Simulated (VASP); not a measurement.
InP3, 8 atoms in the cell. The structure is trigonal, space group R-3m (No. 166). Conventional cell: a = 7.294 Å, b = 7.294 Å, c = 9.289 Å, α = 90.00°, β = 90.00°, γ = 120.00°. Within 3.4 Å of In (site symmetry 3m) lie 6 P at 2.57 to 2.76 Å. Within 2.9 Å of P (site symmetry m) lie 2 P at 2.20 Å and 2 In at 2.57 to 2.76 Å. 

| Quantity | Value |
| --- | --- |
| Program | VASP 6.6.1 |
| Task | single point |
| Functional | PBEsol |
| Potentials or basis | VASP PAW PBE potentials, release 64 (In_d, P) |
| Cutoff | 520 eV |
| k mesh | 6 × 6 × 6 |
| Occupations | gaussian, width 0.1 eV |
| Spin | no spin polarisation |
| Dipole correction | no |
| Further INCAR settings | ALGO = Normal; EDIFF = 1e-06; NBANDS = 38 |

Potentials or basis: VASP PAW PBE potentials, release 64 (In_d, P).

Run with:

```bash
$ cat potpaw_PBE.64/In_d/POTCAR potpaw_PBE.64/P/POTCAR > POTCAR
$ mpirun -np 1 vasp_std > vasp.out
```

Hardware: 1 thread of Intel(R) Xeon(R) 6975P-C (Granite Rapids), with other jobs on the host.

**Question.** Estimate the wall time of this run.

**Answer.** Wall time 70 s on 1 thread of Intel(R) Xeon(R) 6975P-C (Granite Rapids), on a shared host, peak memory 0.31 GiB. Counts: scf iterations 14, k points 32.
